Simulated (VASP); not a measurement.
A run of VASP 6.6.1:

File INCAR:

```
SYSTEM = KBr
PREC = Accurate
ENCUT = 520
EDIFF = 1E-6
ISMEAR = -1
SIGMA = 0.05
LREAL = .FALSE.
LASPH = .TRUE.
NELM = 100
ALGO = Normal
ISIF = 2
LWAVE = .FALSE.
LCHARG = .FALSE.
GGA = PE
IVDW = 13
NBANDS = 15
```

The input KPOINTS:

```
regular mesh
0
G
  7 7 7
  0 0 0
```

The input POSCAR:

```
KBr
1.0
    0.0000000000      3.3028542855      3.3028542855
    3.3028542855      0.0000000000      3.3028542855
    3.3028542855      3.3028542855      0.0000000000
Br K
1 1
Direct
    0.5000000000      0.5000000000      0.5000000000
    0.0000000000      0.0000000000      0.0000000000
```

Potentials or basis: VASP PAW PBE potentials, release 64 (Br, K_sv).

Run with:

```bash
$ cat potpaw_PBE.64/Br/POTCAR potpaw_PBE.64/K_sv/POTCAR > POTCAR
$ mpirun -np 1 vasp_std > vasp.out
```

Hardware: 1 thread of Intel Xeon 8259CL, on a shared host.

**Question.** How long does it take, and how much memory?

**Answer.** It took 40 s on 1 thread of Intel Xeon 8259CL, with other jobs on the host, peak memory 0.21 GiB. Counts: scf iterations 13, k points 20.
